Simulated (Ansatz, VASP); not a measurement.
# MgO in VASP and in Ansatz

```
CELL_PARAMETERS angstrom
0.00000 2.02809 2.10711
2.10711 0.00000 2.10711
2.10711 2.02809 0.00000
ATOMIC_POSITIONS crystal
Mg 0.00000 0.00000 0.00000
O 0.50000 0.50000 0.50000
```

Change from the starting cell: strain -0.0375 x Voigt [0, 1, 0, 0, 0, 0], atoms carried along.

Alike in both runs: task single point; functional PBEsol; k mesh 10 × 10 × 10; occupations gaussian, width 0.05 eV; no spin polarisation.

|  | VASP | Ansatz |
| --- | --- | --- |
| version | VASP 6.6.1 | Ansatz 0.2.0 |
| potentials or method | VASP PAW PBE potentials, release 64 (Mg, O), cutoff 520 eV | scalar-relativistic, plane waves, PAW |
| valence electrons in the cell | 8 | 16 |

VASP gave:

```
gap on the k mesh at the Fermi level (eV)                     : 4.96
least direct gap on the mesh (eV)                             : 4.96
pressure (GPa)                                                : 6.6
traceless stress, the component that is largest in VASP (GPa) : 6.91
```

Which values does Ansatz return?

gap on the k mesh at the Fermi level (eV): 4.96; least direct gap on the mesh (eV): 4.96; pressure (GPa): 7.0; traceless stress, the component that is largest in VASP (GPa): 6.85.

VASP's potentials were made for PBE, not for PBEsol. VASP's potentials hold 8 valence electrons a cell and Ansatz's 16, so a difference there can come from the potentials and not from the codes.
